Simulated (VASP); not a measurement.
# Ti3Sn5O16 (P1) in VASP: single point with PBEsol

Aim: the single point of Ti3Sn5O16 with PBEsol.

All numbers are computed with VASP 6.6.1; they aren't measurements. Logs are shortened: lines on timing, memory, paths and dates and some standing lists are left out, and cuts for length are marked.

## 1. The cell of the first run

The typed cell holds 72 atoms: a = 9.403 Å, b = 9.403 Å, c = 9.325 Å, α = 90.00°, β = 90.00°, γ = 90.00°.

## 2. Single point, PBEsol

INCAR

```
PREC = Accurate
ENCUT = 520
EDIFF = 1E-7
ISMEAR = -1
SIGMA = 0.05
LREAL = Auto
LASPH = T
NELM = 60
ALGO = Normal
ISIF = 2
LWAVE = F
LCHARG = T
GGA = PS
LELF = T
LVHAR = T
NBANDS = 345
```

KPOINTS

```
Automatic mesh
0
Gamma
  1 1 1
  0.5 0.5 0.5
```

POSCAR

```
Ti3Sn5O16
1.0
    9.4030920000      0.0000000000      0.0000000000
    0.0000000000      9.4030920000      0.0000000000
    0.0000000000      0.0000000000      9.3248210000
Sn Ti O
15 9 48
Direct
    0.0013710000      0.0048850000      0.9969090000
    0.0012400000      0.9980220000      0.6672990000
    0.9967160000      0.5042250000      0.3360070000
    0.4973730000      0.9966450000      0.0033870000
    0.5000920000      0.0007350000      0.6642600000
    0.5025940000      0.5022730000      0.9976750000
    0.5036690000      0.4949740000      0.3316170000
    0.5027510000      0.4999130000      0.6679710000
    0.2507760000      0.2513440000      0.1654090000
    0.2481890000      0.2507600000      0.4983150000
    0.2537440000      0.2502590000      0.8323950000
    0.2490630000      0.7487000000      0.1653970000
    0.2511630000      0.7491230000      0.8358120000
    0.7508980000      0.2499680000      0.8308830000
    0.7479110000      0.7496660000      0.4997490000
    0.9984170000      0.9983780000      0.3316680000
    0.9978190000      0.4970590000      0.0056060000
    0.0009630000      0.5012710000      0.6664010000
    0.4990050000      0.9990310000      0.3304940000
    0.2499050000      0.7518910000      0.4988380000
    0.7508510000      0.2516460000      0.1660310000
    0.7489130000      0.2497920000      0.5007790000
    0.7514380000      0.7494080000      0.1644580000
    0.7529340000      0.7463410000      0.8288490000
    0.1534140000      0.1523060000      0.0021950000
    0.1500880000      0.1529940000      0.3328500000
    0.1559710000      0.1497150000      0.6641810000
    0.1529130000      0.6526050000      0.0029520000
    0.1510510000      0.6515750000      0.3332400000
    0.1509660000      0.6497380000      0.6684870000
    0.6534880000      0.1512220000      0.0014440000
    0.6536510000      0.1568080000      0.3319190000
    0.6486540000      0.1527750000      0.6670000000
    0.6570630000      0.6533910000      0.9983800000
    0.6506500000      0.6539220000      0.3359470000
    0.6560830000      0.6526220000      0.6657980000
    0.3498940000      0.3438850000      0.9964370000
    0.3474630000      0.3517910000      0.3318310000
    0.3487430000      0.3444880000      0.6636820000
    0.3484830000      0.8485930000      0.0002020000
    0.3472220000      0.8514610000      0.3316640000
    0.3480760000      0.8465470000      0.6671070000
    0.8446620000      0.3473220000      0.0001230000
    0.8431150000      0.3474590000      0.3337540000
    0.8475870000      0.3468990000      0.6673690000
    0.8455760000      0.8430400000      0.0001530000
    0.8435100000      0.8470440000      0.3341380000
    0.8473510000      0.8444090000      0.6648150000
    0.0983560000      0.4020890000      0.1638180000
    0.0964730000      0.4007830000      0.5007580000
    0.0925360000      0.3988060000      0.8339540000
    0.0984160000      0.9023310000      0.1681770000
    0.0967090000      0.8986350000      0.4987980000
    0.0979730000      0.9023210000      0.8324720000
    0.6015070000      0.4017240000      0.1669780000
    0.5996890000      0.4030460000      0.5032150000
    0.5965760000      0.4025750000      0.8311140000
    0.5987900000      0.8994230000      0.1680000000
    0.5941670000      0.9045750000      0.4988890000
    0.5985940000      0.9026890000      0.8328040000
    0.4005700000      0.0944270000      0.1682560000
    0.4001720000      0.0923410000      0.4990970000
    0.4019530000      0.0991140000      0.8312470000
    0.4033820000      0.5959840000      0.1641290000
    0.3993900000      0.5985460000      0.4984200000
    0.4004560000      0.5987840000      0.8331480000
    0.9012730000      0.0995200000      0.1640510000
    0.9040960000      0.0999240000      0.5000070000
    0.9060370000      0.0979520000      0.8318790000
    0.8992890000      0.5955330000      0.1655000000
    0.9008750000      0.5983560000      0.5012010000
    0.9030550000      0.5962040000      0.8352080000
```

Potentials or basis: VASP PAW PBE potentials, release 64 (Sn_d, Ti_sv, O).

Started as:

```
$ cat potpaw_PBE.64/Sn_d/POTCAR potpaw_PBE.64/Ti_sv/POTCAR potpaw_PBE.64/O/POTCAR > POTCAR
$ mpirun -np 1 vasp_std > vasp.out
```

OUTCAR:

```text
PREC = Accurate
   ENCUT = 520
   EDIFF = 1E-7
   ISMEAR = -1
   LREAL = Auto
   LASPH = T
   NELM = 60
   ISIF = 2
   GGA = PS

 ion  position               nearest neighbor table
   1  0.001  0.005  0.997-  69 1.98  25 1.99  54 2.03  67 2.03  52 2.08  46 2.11   2 3.07  16 3.12
                            14 3.64  11 3.65   9 3.65  13 3.68  12 3.70
   2  0.001  0.998  0.667-  54 2.00  69 2.01  53 2.04  27 2.04  48 2.04  68 2.05   1 3.07  16 3.13
                            13 3.67  14 3.67  10 3.68  15 3.68  11 3.69
   3  0.997  0.504  0.336-  71 1.99  29 2.01  70 2.03  50 2.05  44 2.06  49 2.10  18 3.08  17 3.08
                            15 3.62  12 3.67  10 3.68   9 3.73
   4  0.497  0.997  0.003-  40 1.97  61 2.01  58 2.03  60 2.05  31 2.07  63 2.08  19 3.05   5 3.16
                            12 3.63  13 3.64   9 3.66  11 3.67  14 3.73
   5  0.500  0.001  0.664-  59 1.99  33 2.00  62 2.00  63 2.03  42 2.04  60 2.04  19 3.11   4 3.16
                            11 3.65  15 3.65  14 3.67  10 3.68  13 3.69
   6  0.503  0.502  0.998-  64 2.01  57 2.02  66 2.02  34 2.03  55 2.06  37 2.07   8 3.07   7 3.11
                            13 3.64  11 3.67  12 3.67  14 3.67   9 3.69
   7  0.504  0.495  0.332-  38 1.99  55 1.99  56 2.03  35 2.04  64 2.06  65 2.08   6 3.11   8 3.14
                             9 3.65  10 3.67  15 3.67  12 3.72
   8  0.503  0.500  0.668-  57 1.98  56 2.01  36 2.03  66 2.04  39 2.06  65 2.07   6 3.07   7 3.14
                            14 3.64  15 3.65  11 3.65  13 3.68  10 3.70
   9  0.251  0.251  0.165-  25 2.01  49 2.02  37 2.03  38 2.03  61 2.04  26 2.05  10 3.10  11 3.11
                             7 3.65   1 3.65   4 3.66   6 3.69   3 3.73
  10  0.248  0.251  0.498-  50 2.01  27 2.01  39 2.01  26 2.02  38 2.05  62 2.06   9 3.10  11 3.12
                             7 3.67   2 3.68   5 3.68   3 3.68   8 3.70
  11  0.254  0.250  0.832-  37 1.98  63 1.99  39 2.01  27 2.05  25 2.06  51 2.06   9 3.11  10 3.12
                             1 3.65   5 3.65   8 3.65   6 3.67   4 3.67   2 3.69
  12  0.249  0.749  0.165-  28 1.98  52 2.02  40 2.03  29 2.03  64 2.04  41 2.05  13 3.07  20 3.11
                             4 3.63   3 3.67   6 3.67   1 3.70   7 3.72
  13  0.251  0.749  0.836-  66 1.99  40 2.02  28 2.03  42 2.04  54 2.04  30 2.05  12 3.07  20 3.14
                             4 3.64   6 3.64   2 3.67   8 3.68   1 3.68   5 3.69
  14  0.751  0.250  0.831-  45 2.00  33 2.02  43 2.03  57 2.04  69 2.04  31 2.06  22 3.08  21 3.13
                             1 3.64   8 3.64   5 3.67   2 3.67   6 3.67   4 3.73
  15  0.748  0.750  0.500-  36 1.99  35 1.99  47 2.01  48 2.01  71 2.02  59 2.05  24 3.07  23 3.13
                             3 3.62   8 3.65   5 3.65   7 3.67   2 3.68
  16  0.998  0.998  0.332-  52 2.01  47 2.04  26 2.04  68 2.04  53 2.04  67 2.04   1 3.12   2 3.13
[... 57 lines left out ...]
  71  0.901  0.598  0.501-   3 1.99  18 2.02  15 2.02
  72  0.903  0.596  0.835-  24 2.00  18 2.03  17 2.05

  LATTYP: Found a simple tetragonal cell.
 ALAT       =     9.4030920000
 C/A-ratio  =     0.9916760359

  Lattice vectors:

 A1 = (   9.4030920000,   0.0000000000,   0.0000000000)
 A2 = (   0.0000000000,   9.4030920000,   0.0000000000)
 A3 = (   0.0000000000,   0.0000000000,   9.3248210000)

Analysis of symmetry for initial positions (statically):
=====================================================================
 Subroutine PRICEL returns:
 Original cell was already a primitive cell.

 Routine SETGRP: Setting up the symmetry group for a
 simple tetragonal supercell.

 Subroutine GETGRP returns: Found  1 space group operations
 (whereof  1 operations were pure point group operations)
 out of a pool of 16 trial point group operations.

The static configuration has the point symmetry C_1 .

Analysis of symmetry for dynamics (positions and initial velocities):
=====================================================================
 Subroutine PRICEL returns:
 Original cell was already a primitive cell.

 Routine SETGRP: Setting up the symmetry group for a
 simple tetragonal supercell.

 Subroutine GETGRP returns: Found  1 space group operations
 (whereof  1 operations were pure point group operations)
 out of a pool of 16 trial point group operations.

The dynamic configuration has the point symmetry C_1 .

 Subroutine INISYM returns: Found  1 space group operations
 (whereof  1 operations are pure point group operations),
 and found     1 'primitive' translations

[... 186 lines left out ...]

 Found      1 irreducible k-points:

 Following reciprocal coordinates:
            Coordinates               Weight
  0.500000  0.500000  0.500000      1.000000
   k-points           NKPTS =      1   k-points in BZ     NKDIM =      1   number of bands    NBANDS=    345
   number of dos      NEDOS =    301   number of ions     NIONS =     72
   total plane-waves  NPLWV = 343000
   dimension x,y,z NGX =    70 NGY =   70 NGZ =   70
   dimension x,y,z NGXF=   140 NGYF=  140 NGZF=  140
   ions per type =              15   9  48
   NGX,Y,Z   is equivalent  to a cutoff of  12.38, 12.38, 12.48 a.u.
   NGXF,Y,Z  is equivalent  to a cutoff of  24.75, 24.75, 24.96 a.u.
 SYSTEM =  unknown system
   PREC   = accura    normal or accurate (medium, high low for compatibility)
   ISTART =      0    job   : 0-new  1-cont  2-samecut
   ICHARG =      2    charge: 1-file 2-atom 10-const
   ISPIN  =      1    spin polarized calculation?
   LNONCOLLINEAR =      F non collinear calculations
   LSORBIT =      F    spin-orbit coupling
   LASPH  =      T    aspherical Exc in radial PAW
   ENCUT  =  520.0 eV  38.22 Ry    6.18 a.u.  17.48 17.48 17.34*2*pi/ulx,y,z
   NELM   =     60;   NELMIN=  2; NELMDL= -5     # of ELM steps
   EDIFF  = 0.1E-06   stopping-criterion for ELM
   LREAL  =      T    real-space projection
   EDIFFG = 0.1E-05   stopping-criterion for IOM
   NSW    =      0    number of steps for IOM
   IBRION =     -1    ionic relax: 0-MD 1-quasi-New 2-CG
   NFREE  =      0    steps in history (QN), initial steepest desc. (CG)
   ISIF   =      2    stress and relaxation
   ISYM   =      2    0-nonsym 1-usesym 2-fastsym
   POTIM  = 0.5000    time-step for ionic-motion
   TEBEG  =    0.0;   TEEND  =   0.0 temperature during run
   PSTRESS=    0.0 pullay stress
   NELECT =     606.0000    total number of electrons
   NUPDOWN=      -1.0000    fix difference up-down
   EMIN   =  10.00;   EMAX   =-10.00  energy-range for DOS
   EFERMI =   0.00;   METHOD = LEGACY
   ISMEAR =    -1;   SIGMA  =   0.05  broadening in eV -4-tet -1-fermi 0-gaus
   EFERMI_NEDOS =   21; number of points for ismear=-14 and -15
   IALGO  =     38    algorithm
   IMIX   =      4    mixing-type and parameters
     AMIX     =   0.40;   BMIX     =  1.00
     AMIX_MAG =   1.60;   BMIX_MAG =  1.00
  volume/ion in A,a.u.               =      11.45        77.28
  Fermi-wavevector in a.u.,A,eV,Ry     =   1.477424  2.791926 29.698538  2.182781
  Thomas-Fermi vector in A             =   2.591830
   LORBIT       =      0    0 simple, 1 ext, 2 COOP (PROOUT), +10 PAW based schemes
   GGA     = PS    functional components
   LHFCALC =     F    Hartree Fock is set to
   AEXX    =    0.0000 exact exchange contribution
   IVDW    =     0    specifies the selected vdW correction
   LEPSILON=     F    determine dielectric tensor
   LRPA    =     F    only Hartree local field effects (RPA)
 non-spin polarized calculation
  energy-cutoff  :      520.00
  volume of cell :      824.48
 maximum number of plane-waves:     22240
 NGX is ok and might be reduce to    70
   NGX = 35   NGY = 35   NGZ = 35

 number of electron     606.0000015 magnetization

 Free energy of the ion-electron system (eV)
  ---------------------------------------------------
  ext. energy  EPLUGINS =         0.00000000
  ---------------------------------------------------
  free energy    TOTEN  =      -545.48722870 eV

  energy without entropy =     -545.48722870  energy(sigma->0) =     -545.48722870

 E-fermi :   6.3344     XC(G=0): -11.5456

 val. band max:        5.1432198489   @ k =   0.5000   0.5000   0.5000
 cond. band min:       7.5051525061   @ k =   0.5000   0.5000   0.5000
 fundamental gap:      2.3619326572
 Fermi energy:         6.3344100950

 k-point     1 :       0.5000    0.5000    0.5000
  band No.  band energies     occupation
      1     -51.5261      2.00000
      2     -51.5081      2.00000
      3     -51.4535      2.00000
      4     -51.4243      2.00000
      5     -51.4203      2.00000
      6     -51.4193      2.00000
[... 307 lines left out ...]
    314       7.9376      0.00000
    315       7.9614      0.00000
 [bands above 315 left out]

------------------------ aborting loop because EDIFF is reached ----------------------------------------

  FORCE on cell =-STRESS in cart. coord.  units (eV):
  Direction    XX          YY          ZZ          XY          YZ          ZX
  --------------------------------------------------------------------------------------
  -------------------------------------------------------------------------------------
  Total       11.0632686     10.6610145     15.8234884      0.6324573      1.3768362      0.6844369
  in kB       21.4986984     20.7170179     30.7489961      1.2290227      2.6755371      1.3300321
  external PRESSURE =      24.3215708 kB  Pullay stress =       0.0000000 kB

 VOLUME and BASIS-vectors are now :
 -----------------------------------------------------------------------------
  energy-cutoff  :      520.00
  volume of cell :      824.48
      direct lattice vectors                 reciprocal lattice vectors
     9.403092000  0.000000000  0.000000000     0.106347997  0.000000000  0.000000000
     0.000000000  9.403092000  0.000000000     0.000000000  0.106347997  0.000000000
     0.000000000  0.000000000  9.324821000     0.000000000  0.000000000  0.107240664

 POSITION                                       TOTAL-FORCE (eV/Angst)
 -----------------------------------------------------------------------------------
      0.01289      0.04593      9.29600        -0.435010     -1.134130      1.246507
      0.01166      9.38449      6.22244        -0.021405      0.190590     -1.127885
      9.37221      4.74127      3.13321         0.194916     -0.964818     -0.401493
      4.67684      9.37154      0.03158         1.174375      0.824045     -1.248968
      4.70241      0.00691      6.19411        -0.287669     -0.306934      0.848402
      4.72594      4.72292      9.30314        -0.085051     -0.367722      0.589504
[... 64 lines left out ...]
      8.47101      5.62640      4.67361         0.603540     -0.590256      1.382097
      8.49151      5.60616      7.78817         0.210722     -0.194885     -0.151275
 -----------------------------------------------------------------------------------
    total drift:                               -0.022331     -0.030880     -0.028047

  FREE ENERGIE OF THE ION-ELECTRON SYSTEM (eV)
  ---------------------------------------------------
  free  energy   TOTEN  =      -545.4872287046 eV

  energy  without entropy=     -545.4872287041  energy(sigma->0) =     -545.48722870
```

Wall time 30 min (1 thread of Intel Xeon Platinum 8375C at 2.90GHz (Ice Lake), shared host); peak memory 0.78 GiB.

What came out:

```
Free energy            : -545.4872 eV
Pressure               : 2.4 GPa
Largest force          : 2.084 eV/Å
Band gap on the k mesh : 2.36 eV
```

Forces in eV/Å, atoms in the order of the input:
```
Sn  -0.435 -1.134  1.247
Sn  -0.021  0.191 -1.128
Sn   0.195 -0.965 -0.401
Sn   1.174  0.824 -1.249
Sn  -0.288 -0.307  0.848
Sn  -0.085 -0.368  0.590
Sn  -0.092  1.135  0.655
Sn  -1.000  0.453 -1.046
Sn   0.100 -0.224  0.447
Sn   0.404 -0.476 -0.176
Sn  -1.008 -0.090 -0.460
Sn   0.365  0.075  0.953
Sn  -0.615  0.207 -0.863
Sn  -0.285 -0.440  0.641
Sn  -0.216  0.450 -0.436
Ti  -0.094  0.194  0.027
Ti   0.043 -0.056 -1.163
Ti   0.127 -0.116  0.981
Ti   0.039 -0.097  0.510
Ti   0.380 -0.126  0.177
Ti  -0.123 -0.466  0.705
Ti   0.222 -0.203 -0.841
Ti  -0.154  0.429 -0.544
Ti  -0.041  0.444  1.016
O    0.145  0.055 -0.433
O   -1.033 -1.071 -0.243
O   -0.348 -0.241  0.374
O   -1.465 -1.387 -0.524
O    0.707  0.689  1.195
O   -0.413 -0.280 -1.202
O    0.391  0.510  0.969
O   -0.034 -0.068  0.129
O    1.087  0.903 -1.362
O    0.758  0.853  0.016
O    0.365  0.059 -1.665
O    0.017  0.175  1.608
O    0.632  0.712  0.584
O   -0.281 -0.510  0.023
O    0.479  0.654  0.099
O   -0.282 -0.300  0.138
O    0.224 -0.069  1.198
O   -0.822 -0.737 -1.337
O    0.704  0.711  1.139
O   -0.568 -0.686  0.047
O    0.441  0.612 -1.495
O   -0.535 -0.501  0.089
O    1.000  0.767 -1.534
O   -0.232 -0.105  1.468
O   -1.065  0.992 -0.735
O   -0.965  1.015  1.038
O   -0.854  1.221  0.022
O   -0.951  0.868  0.982
O    0.406 -0.333 -1.296
O    0.266 -0.340  0.302
O    0.799 -0.899 -0.662
O    1.103 -1.213 -0.301
O    0.391 -0.295  0.450
O    0.340 -0.332  1.321
O    0.085  0.047 -1.558
O    1.041 -1.181  0.081
O    0.409 -0.190  1.366
O    0.227  0.119 -1.802
O    0.336 -0.518  0.496
O   -0.129  0.163  0.245
O   -0.671  0.761  0.128
O    0.414 -0.444 -0.091
O   -0.175  0.157  1.423
O   -0.519  0.215 -1.189
O   -0.615  0.518 -0.171
O   -0.218  0.375 -1.050
O    0.604 -0.590  1.382
O    0.211 -0.195 -0.151
```

Stress tensor (GPa, compression positive):
```
2.15 0.12 0.13
0.12 2.07 0.27
0.13 0.27 3.07
```

Levels at points of the mesh, in eV from the valence-band top:
```tsv
k point	band 300	band 301	band 302	band 303	band 304	band 305	band 306	band 307
(0.50, 0.50, 0.50)	-0.08	-0.05	-0.02	0.00	2.36	2.46	2.50	2.58
```

Caveat: the k points lie up to 0.67 Å⁻¹ apart; the PAW data sets were made with another functional, which shifts forces and pressure a little; spin-orbit coupling is left out, which moves the levels of the heavy elements; a shifted mesh leaves out Γ, where band edges can lie.
